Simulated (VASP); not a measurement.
# Al2O3: relaxation of cell and atoms with PBEsol

The system is Al2O3.

```
CELL_PARAMETERS angstrom
2.88432 0.00000 0.00000
-1.44216 2.49790 0.00000
0.00000 0.00000 9.33675
ATOMIC_POSITIONS crystal
Al 0.00000 0.00000 0.85001
Al 0.00000 0.00000 0.14999
O 0.33333 0.66667 0.77768
O 0.66667 0.33333 0.00000
O 0.33333 0.66667 0.22232
```

| Property | Result |
| --- | --- |
| Program | VASP 6.6.1 |
| Task | relaxation of cell and atoms |
| Functional | PBEsol |
| Potentials or basis | VASP PAW PBE potentials, release 64 (Al, O_h) |
| Cutoff | 910 eV |
| k mesh | 11 × 11 × 3 |
| Occupations | fermi-dirac, width 0.05 eV |
| Spin | no spin polarisation |
| Dipole correction | no |
| Further INCAR settings | ALGO = Normal; EDIFF = 1e-07; IBRION = 2; EDIFFG = -0.01; NSW = 60; ISIF = 3 |

| Property | Result |
| --- | --- |
| Relaxed volume | 11.24 Å³/atom |
| Relaxed cell | a = 2.863 Å, b = 2.863 Å, c = 7.917 Å, α = 90.00°, β = 90.00°, γ = 120.00° |
| Space group after relaxing (to 0.1 Å) | P-6m2 (No. 187) |
| Energy gained by relaxing | 4.1 meV/atom |
| Ionic steps | 33 |
| Pressure after relaxing | 0.0 GPa |
| Largest force after relaxing | 0.003 eV/Å |
| Band gap on the k mesh | 4.74 eV (least direct gap 4.94 eV) |

Forces on the atoms (eV/Å):
```
Al   0.000  0.000  0.003
Al   0.000  0.000 -0.003
O    0.000  0.000 -0.001
O    0.000  0.000  0.000
O    0.000  0.000  0.001
```

The path:
```csv
step,energy change (eV),largest force (eV/Å),pressure (GPa),volume (Å³)
1,0.0000,0.1200,-3.13,67.27
2,-0.0006,0.3555,3.24,64.74
3,-0.0139,0.1731,-0.01,65.98
4,-0.0142,0.1771,-0.05,65.78
5,-0.0150,0.0211,-0.03,65.87
6,-0.0151,0.0168,-0.03,65.85
7,-0.0152,0.0114,0.00,65.78
8,-0.0151,0.0191,0.06,65.63
9,-0.0152,0.0101,0.03,65.72
10,-0.0152,0.0103,0.02,65.71
11,-0.0153,0.0123,0.00,65.69
12,-0.0154,0.0158,-0.04,65.64
13,-0.0156,0.0231,-0.11,65.54
14,-0.0160,0.0415,-0.27,65.35
15,-0.0164,0.0797,-0.57,64.97
16,-0.0165,0.0771,-0.57,64.94
17,-0.0166,0.0715,-0.53,64.87
18,-0.0169,0.0603,-0.48,64.72
19,-0.0174,0.0375,-0.35,64.43
20,-0.0180,0.0346,-0.09,63.84
21,-0.0181,0.1338,0.44,62.66
22,-0.0183,0.0884,0.21,63.18
23,-0.0185,0.0743,0.20,62.91
24,-0.0191,0.0522,0.18,62.10
25,-0.0191,0.0660,0.20,60.47
26,-0.0196,0.0585,0.09,59.96
27,-0.0203,0.0450,-0.15,58.43
28,-0.0200,0.0490,-0.33,55.38
29,-0.0204,0.0603,-0.09,57.22
30,-0.0204,0.0584,-0.18,56.30
31,-0.0206,0.0521,0.23,56.14
32,-0.0206,0.0236,0.08,56.20
33,-0.0207,0.0031,-0.01,56.21
```

Final structure:
```
Al O
1.0
     2.86341    0.00000    0.00000
    -1.43171    2.47979    0.00000
     0.00000    0.00000    7.91673
Al O
2 3
Direct
  0.00000 0.00000 0.82485
  0.00000 0.00000 0.17515
  0.33333 0.66667 0.73917
  0.66667 0.33333 0.00000
  0.33333 0.66667 0.26083
```

Levels at points of the mesh, in eV from the valence-band top:
```
           k point  band 10  band 11  band 12  band 13  band 14  band 15
(0.00, 0.00, 0.00)    -0.65    -0.65    -0.20     4.74     7.55     8.25
```

Wall time 24 min on 1 thread of Intel(R) Xeon(R) Platinum 8259CL CPU @ 2.50GHz (Skylake/Cascade Lake), on a shared host, peak memory 0.32 GiB.

Caveat: the cutoff is under 1.25 times the usual one of these potentials, so pressure, stress and relaxed cells hold a basis-set (Pulay) error; the volume moved by over 15 % at a fixed basis, so the end points are rough; the PAW data sets were made with another functional, which shifts forces and pressure a little; an odd mesh through Γ misses points on the zone boundary, where band edges can lie.
